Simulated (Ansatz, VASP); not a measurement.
## Two plane-wave programs on Ru

```xyz
2
Lattice="2.7058 0.0000 0.0000 -1.3529 2.3433 0.0000 0.0000 0.0000 4.2819" Properties=species:S:1:pos:R:3 pbc="T T T"
Ru    0.0000    1.5622    1.0705
Ru    1.3529    0.7811    3.2114
```

Alike in both runs: task single point; functional r2SCAN; k mesh 9 × 9 × 4; occupations gaussian, width 0.1 eV; no spin polarisation.

|  | VASP | Ansatz |
| --- | --- | --- |
| version | VASP 6.6.1 | Ansatz 0.2.0 |
| potentials or method | VASP PAW PBE potentials, release 64 (Ru_sv), cutoff 660 eV | scalar-relativistic, plane waves, PAW |
| valence electrons in the cell | 32 | 32 |

Ansatz gave:

- gap on the k mesh at the Fermi level (eV): none
- pressure (GPa): -1.9
- traceless stress, the component that is largest in VASP (GPa): -2.11

Question: What did VASP give for the same quantities?

Answer: gap on the k mesh at the Fermi level (eV): none; pressure (GPa): -1.8; traceless stress, the component that is largest in VASP (GPa): -2.11.

VASP's potentials were made for PBE, not for r2SCAN. A gap of «none» marks a metal or a gap that the smearing closes.

The k mesh is coarse, so the values compare programs but aren't converged.
